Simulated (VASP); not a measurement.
# Au (Fm-3m) in VASP: single point with PBE

Aim: the single point of Au with PBE.

All numbers are computed with VASP 6.6.1; they aren't measurements. Logs are shortened: lines on timing, memory, paths and dates and some standing lists are left out, and cuts for length are marked.

### Step 1. The cell of the first run

Symmetry: Fm-3m, No. 225, cubic system. Conventional cell: a = 4.157 Å, b = 4.157 Å, c = 4.157 Å, α = 90.00°, β = 90.00°, γ = 90.00°. Au (site symmetry m-3m) has 12 Au at 2.94 Å within 3.9 Å.

### Step 2. Single point, PBE

Contents of INCAR:

```
  PREC = Accurate
  ENCUT = 500
  EDIFF = 1E-6
  ISMEAR = -1
  SIGMA = 0.1
  LREAL = F
  LASPH = T
  NELM = 120
  ALGO = Normal
  ISIF = 2
  LWAVE = F
  LCHARG = F
  GGA = PE
  NBANDS = 30
  GGA_COMPAT = F
```

Contents of KPOINTS:

```
Automatic mesh
0
Gamma
  2 2 2
```

Contents of POSCAR:

```
Au
1.0
    4.1573434200      0.0000000000      0.0000000000
    0.0000000000      4.1573434200      0.0000000000
    0.0000000000      0.0000000000      4.1573434200
Au
4
Direct
    0.5000000000      0.5000000000      0.0000000000
    0.0000000000      0.0000000000      0.0000000000
    0.5000000000      0.0000000000      0.5000000000
    0.0000000000      0.5000000000      0.5000000000
```

Potentials or basis: VASP PAW PBE potentials, release 64 (Au).

On the command line:

```console
$ cat potpaw_PBE.64/Au/POTCAR > POTCAR
$ mpirun -np 1 vasp_std > vasp.out
```

OUTCAR:

```text
PREC = Accurate
   ENCUT = 500
   EDIFF = 1E-6
   ISMEAR = -1
   LREAL = F
   LASPH = T
   NELM = 120
   ISIF = 2
   GGA = PE

 ion  position               nearest neighbor table
   1  0.500  0.500  0.000-   2 2.94   3 2.94   4 2.94   3 2.94   4 2.94   2 2.94   3 2.94   3 2.94
                             2 2.94   4 2.94   4 2.94   2 2.94
   2  0.000  0.000  0.000-   1 2.94   3 2.94   4 2.94   3 2.94   4 2.94   1 2.94   4 2.94   4 2.94
                             1 2.94   3 2.94   3 2.94   1 2.94
   3  0.500  0.000  0.500-   1 2.94   2 2.94   4 2.94   1 2.94   2 2.94   1 2.94   4 2.94   1 2.94
                             2 2.94   4 2.94   2 2.94   4 2.94
   4  0.000  0.500  0.500-   1 2.94   2 2.94   3 2.94   1 2.94   2 2.94   2 2.94   3 2.94   2 2.94
                             1 2.94   3 2.94   1 2.94   3 2.94

  LATTYP: Found a simple cubic cell.
 ALAT       =     4.1573434200

  Lattice vectors:

 A1 = (   4.1573434200,   0.0000000000,   0.0000000000)
 A2 = (   0.0000000000,   4.1573434200,   0.0000000000)
 A3 = (   0.0000000000,   0.0000000000,   4.1573434200)

Analysis of symmetry for initial positions (statically):
=====================================================================
 Subroutine PRICEL returns following result:

  LATTYP: Found a face centered cubic cell.
 ALAT       =     4.1573434200

  Lattice vectors:

 A1 = (   2.0786717100,  -2.0786717100,   0.0000000000)
 A2 = (   2.0786717100,   0.0000000000,   2.0786717100)
 A3 = (   0.0000000000,  -2.0786717100,   2.0786717100)

   4 primitive cells build up your supercell.

 Routine SETGRP: Setting up the symmetry group for a
 simple cubic supercell.

 Subroutine GETGRP returns: Found 48 space group operations
 (whereof 48 operations were pure point group operations)
 out of a pool of 48 trial point group operations.

The static configuration has the point symmetry O_h .

Analysis of symmetry for dynamics (positions and initial velocities):
=====================================================================
 Subroutine PRICEL returns following result:

  LATTYP: Found a face centered cubic cell.
 ALAT       =     4.1573434200

  Lattice vectors:

 A1 = (   2.0786717100,  -2.0786717100,   0.0000000000)
 A2 = (   2.0786717100,   0.0000000000,   2.0786717100)
 A3 = (   0.0000000000,  -2.0786717100,   2.0786717100)

   4 primitive cells build up your supercell.

 Routine SETGRP: Setting up the symmetry group for a
 simple cubic supercell.

 Subroutine GETGRP returns: Found 48 space group operations
 (whereof 48 operations were pure point group operations)
 out of a pool of 48 trial point group operations.

The dynamic configuration has the point symmetry O_h .

 Subroutine INISYM returns: Found 48 space group operations
 (whereof 48 operations are pure point group operations),
 and found     4 'primitive' translations

----------------------------------------------------------------------------------------

                                     Primitive cell

  volume of cell :      17.9634

  direct lattice vectors                    reciprocal lattice vectors
     2.078671710 -2.078671710  0.000000000     0.240538223 -0.240538223 -0.240538223
     2.078671710  0.000000000  2.078671710     0.240538223  0.240538223  0.240538223
     0.000000000 -2.078671710  2.078671710    -0.240538223 -0.240538223  0.240538223

  length of vectors
     2.939685724  2.939685724  2.939685724     0.416624424  0.416624424  0.416624424

  position of ions in fractional coordinates (direct lattice)
     1.000000000  0.000000000  0.000000000

  ion indices of the primitive-cell ions
   primitive index   ion index
                 1           1

----------------------------------------------------------------------------------------

 KPOINTS: Automatic mesh

Automatic generation of k-mesh.
 Grid dimensions read from file:
 generate k-points for:    2    2    2

 Generating k-lattice:

  Cartesian coordinates                     Fractional coordinates (reciprocal lattice)
     0.120269112  0.000000000  0.000000000     0.500000000  0.000000000  0.000000000
     0.000000000  0.120269112  0.000000000     0.000000000  0.500000000  0.000000000
     0.000000000  0.000000000  0.120269112     0.000000000  0.000000000  0.500000000

  Length of vectors
     0.120269112  0.120269112  0.120269112

  Shift w.r.t. Gamma in fractional coordinates (k-lattice)
     0.000000000  0.000000000  0.000000000

 Subroutine IBZKPT returns following result:
 ===========================================

 Found      4 irreducible k-points:

 Following reciprocal coordinates:
            Coordinates               Weight
  0.000000  0.000000  0.000000      1.000000
  0.500000  0.000000  0.000000      3.000000
  0.500000  0.500000  0.000000      3.000000
  0.500000  0.500000  0.500000      1.000000
   k-points           NKPTS =      4   k-points in BZ     NKDIM =      4   number of bands    NBANDS=     30
   number of dos      NEDOS =    301   number of ions     NIONS =      4
   total plane-waves  NPLWV =  27000
   dimension x,y,z NGX =    30 NGY =   30 NGZ =   30
   dimension x,y,z NGXF=    60 NGYF=   60 NGZF=   60
   ions per type =               4
   NGX,Y,Z   is equivalent  to a cutoff of  12.00, 12.00, 12.00 a.u.
   NGXF,Y,Z  is equivalent  to a cutoff of  23.99, 23.99, 23.99 a.u.
 SYSTEM =  unknown system
   PREC   = accura    normal or accurate (medium, high low for compatibility)
   ISTART =      0    job   : 0-new  1-cont  2-samecut
   ICHARG =      2    charge: 1-file 2-atom 10-const
   ISPIN  =      1    spin polarized calculation?
   LNONCOLLINEAR =      F non collinear calculations
   LSORBIT =      F    spin-orbit coupling
   LASPH  =      T    aspherical Exc in radial PAW
   ENCUT  =  500.0 eV  36.75 Ry    6.06 a.u.   7.58  7.58  7.58*2*pi/ulx,y,z
   NELM   =    120;   NELMIN=  2; NELMDL= -5     # of ELM steps
   EDIFF  = 0.1E-05   stopping-criterion for ELM
   LREAL  =      F    real-space projection
   EDIFFG = 0.1E-04   stopping-criterion for IOM
   NSW    =      0    number of steps for IOM
   IBRION =     -1    ionic relax: 0-MD 1-quasi-New 2-CG
   NFREE  =      0    steps in history (QN), initial steepest desc. (CG)
   ISIF   =      2    stress and relaxation
   ISYM   =      2    0-nonsym 1-usesym 2-fastsym
   POTIM  = 0.5000    time-step for ionic-motion
   TEBEG  =    0.0;   TEEND  =   0.0 temperature during run
   PSTRESS=    0.0 pullay stress
   NELECT =      44.0000    total number of electrons
   NUPDOWN=      -1.0000    fix difference up-down
   EMIN   =  10.00;   EMAX   =-10.00  energy-range for DOS
   EFERMI =   0.00;   METHOD = LEGACY
   ISMEAR =    -1;   SIGMA  =   0.10  broadening in eV -4-tet -1-fermi 0-gaus
   EFERMI_NEDOS =   21; number of points for ismear=-14 and -15
   IALGO  =     38    algorithm
   IMIX   =      4    mixing-type and parameters
     AMIX     =   0.40;   BMIX     =  1.00
     AMIX_MAG =   1.60;   BMIX_MAG =  1.00
  volume/ion in A,a.u.               =      17.96       121.22
  Fermi-wavevector in a.u.,A,eV,Ry     =   1.390197  2.627092 26.295285  1.932649
  Thomas-Fermi vector in A             =   2.514156
   LORBIT       =      0    0 simple, 1 ext, 2 COOP (PROOUT), +10 PAW based schemes
   GGA     = PE    functional components
   LHFCALC =     F    Hartree Fock is set to
   AEXX    =    0.0000 exact exchange contribution
   IVDW    =     0    specifies the selected vdW correction
   LEPSILON=     F    determine dielectric tensor
   LRPA    =     F    only Hartree local field effects (RPA)
 non-spin polarized calculation
  energy-cutoff  :      500.00
  volume of cell :       71.85
 maximum number of plane-waves:      1856
   NGX = 15   NGY = 15   NGZ = 15

 number of electron      44.0000001 magnetization

 Free energy of the ion-electron system (eV)
  ---------------------------------------------------
  ext. energy  EPLUGINS =         0.00000000
  ---------------------------------------------------
  free energy    TOTEN  =       -11.91062385 eV

  energy without entropy =      -11.68309777  energy(sigma->0) =      -11.79686081

 E-fermi :   8.1760     XC(G=0): -12.4285

 val. band max:        7.8966098049   @ k =   0.5000   0.5000   0.5000
 cond. band min:       8.2017880600   @ k =   0.5000   0.5000   0.0000
 fundamental gap:      0.3051782551
 Fermi energy:         8.1760007774

 k-point     1 :       0.0000    0.0000    0.0000
  band No.  band energies     occupation
      1      -0.7048      2.00000
      2       1.9702      2.00000
      3       1.9702      2.00000
      4       1.9702      2.00000
      5       2.2409      2.00000
      6       2.2409      2.00000
[... 22 lines left out ...]
     29      18.4638      0.00000
     30      18.4638      0.00000

 k-point     2 :       0.5000    0.0000    0.0000
  band No.  band energies     occupation
      1       1.6149      2.00000
      2       1.6149      2.00000
      3       2.9891      2.00000
      4       2.9891      2.00000
      5       3.0965      2.00000
      6       3.0965      2.00000
[... 22 lines left out ...]
     29      17.6814      0.00000
     30      17.6814      0.00000

 k-point     3 :       0.5000    0.5000    0.0000
  band No.  band energies     occupation
      1       2.8631      2.00000
      2       2.8631      2.00000
      3       2.8631      2.00000
      4       2.8631      2.00000
      5       3.6444      2.00000
      6       3.6444      2.00000
[... 22 lines left out ...]
     29      18.4496      0.00000
     30      18.4496      0.00000

 k-point     4 :       0.5000    0.5000    0.5000
  band No.  band energies     occupation
      1       1.7170      2.00000
      2       1.7170      2.00000
      3       1.7170      2.00000
      4       1.7170      2.00000
      5       4.0833      2.00000
      6       4.0833      2.00000
[... 22 lines left out ...]
     29      22.6378      0.00000
     30      22.6378      0.00000

------------------------ aborting loop because EDIFF is reached ----------------------------------------

  FORCE on cell =-STRESS in cart. coord.  units (eV):
  Direction    XX          YY          ZZ          XY          YZ          ZX
  --------------------------------------------------------------------------------------
  -------------------------------------------------------------------------------------
  Total       -0.2207037     -0.2207037     -0.2207037      0.0000000      0.0000000     -0.0000000
  in kB       -4.9212166     -4.9212166     -4.9212166      0.0000000      0.0000000     -0.0000000
  external PRESSURE =      -4.9212166 kB  Pullay stress =       0.0000000 kB

 VOLUME and BASIS-vectors are now :
 -----------------------------------------------------------------------------
  energy-cutoff  :      500.00
  volume of cell :       71.85
      direct lattice vectors                 reciprocal lattice vectors
     4.157343420  0.000000000  0.000000000     0.240538223  0.000000000  0.000000000
     0.000000000  4.157343420  0.000000000     0.000000000  0.240538223  0.000000000
     0.000000000  0.000000000  4.157343420     0.000000000  0.000000000  0.240538223

 POSITION                                       TOTAL-FORCE (eV/Angst)
 -----------------------------------------------------------------------------------
      2.07867      2.07867      0.00000         0.000000     -0.000000     -0.000000
      0.00000      0.00000      0.00000        -0.000000      0.000000     -0.000000
      2.07867      0.00000      2.07867        -0.000000     -0.000000      0.000000
      0.00000      2.07867      2.07867        -0.000000      0.000000     -0.000000
 -----------------------------------------------------------------------------------
    total drift:                                0.000000      0.000000     -0.000000

  FREE ENERGIE OF THE ION-ELECTRON SYSTEM (eV)
  ---------------------------------------------------
  free  energy   TOTEN  =       -11.9106238526 eV

  energy  without entropy=      -11.6830977741  energy(sigma->0) =      -11.79686081
```

It took 13 s on 1 thread of Intel Xeon Platinum 8259CL at 2.50GHz (Skylake/Cascade Lake), shared host; peak memory 0.16 GiB.

Results:

```yaml
Free_energy: -11.9106 eV
Pressure: -0.5 GPa
Band_gap_on_the_k_mesh: zero (band 22 reaches 9.78 eV, above the bottom of band 23 at 7.90 eV)
```

Levels at points of the mesh, in eV from the Fermi level:
```csv
k point,band 19,band 20,band 21,band 22,band 23,band 24
"(0.00, 0.00, 0.00)",-1.32,-1.32,-1.32,1.60,1.60,1.60
"(0.50, 0.00, 0.00)",-2.19,-2.19,-1.32,-1.32,4.84,4.84
"(0.50, 0.50, 0.00)",-2.70,-2.70,0.03,0.03,0.03,0.03
"(0.50, 0.50, 0.50)",-1.61,-1.61,-0.28,-0.28,-0.28,-0.28
```

Caveat: the k points lie up to 0.76 Å⁻¹ apart; spin-orbit coupling is left out, which moves the levels of the heavy elements.
